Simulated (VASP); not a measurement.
Au: single point with PBEsol

The system is Au.

```
Au
1.0
     1.41131   -2.55593    0.00000
     1.41131    2.55593    0.00000
     0.00000    0.00000    4.89317
Au
2
Direct
  0.52970 0.25773 0.25000
  0.33467 0.66533 0.75000
```

This cell differs from its parent crystal: atom 1 (Au) moved by (-0.300, +0.150) A along x and y.

| Property | Result |
| --- | --- |
| Program | VASP 6.6.1 |
| Task | single point |
| Functional | PBEsol |
| Potentials or basis | VASP PAW PBE potentials, release 64 (Au) |
| Cutoff | 520 eV |
| k mesh | 20 × 20 × 10 |
| Occupations | gaussian, width 0.15 eV |
| Spin | no spin polarisation |
| Dipole correction | no |
| Further INCAR settings | ALGO = Fast; EDIFF = 1e-06; NBANDS = 18 |

- Pressure: -5.1 GPa
- Largest force: 0.035 eV/Å
- Band gap on the k mesh: zero (bands 11 and 12 overlap by 6.55 eV)

Forces in eV/Å, atoms in the order of the input:
```
Au   0.029  0.020  0.000
Au  -0.029 -0.020  0.000
```

Stress tensor (GPa, compression positive):
```
-4.03  0.39  0.00
 0.39 -5.98  0.00
 0.00  0.00 -5.34
```

Levels at points of the mesh, in eV from the Fermi level:
```tsv
k point	band 7	band 8	band 9	band 10	band 11	band 12	band 13	band 14	band 15	band 16
(0.00, 0.00, 0.00)	-3.83	-3.77	-2.75	-2.59	-1.70	-1.06	2.48	14.29	15.50	16.20
(0.50, 0.00, 0.00)	-2.57	-1.82	-1.72	-1.63	-0.16	2.17	5.11	5.70	7.97	9.98
(0.00, 0.50, 0.00)	-3.94	-2.25	-1.78	-1.59	0.87	1.47	6.13	6.83	8.25	10.46
(0.50, 0.50, 0.00)	-3.82	-2.16	-1.84	-1.65	0.47	1.09	5.61	6.45	7.68	10.36
(0.00, 0.00, 0.50)	-4.07	-4.07	-2.76	-2.76	-2.46	-2.46	10.17	10.17	15.15	15.15
(0.50, 0.00, 0.50)	-3.07	-3.07	-1.65	-1.65	1.39	1.39	3.49	3.49	13.11	13.11
(0.00, 0.50, 0.50)	-1.95	-1.95	-1.57	-1.57	0.33	0.33	4.25	4.25	12.20	12.20
(0.50, 0.50, 0.50)	-1.95	-1.95	-1.72	-1.72	0.03	0.03	3.65	3.65	12.23	12.23
```

Wall time 14 min on 1 thread of AMD EPYC 9755 128-Core Processor, on a shared host, peak memory 0.63 GiB.

Caveat: the cell differs from its parent crystal (atom 1 (Au) moved by (-0.300, +0.150) A along x and y); the cell stands under tension; the PAW data sets were made with another functional, which shifts forces and pressure a little; spin-orbit coupling is left out, which moves the levels of the heavy elements.
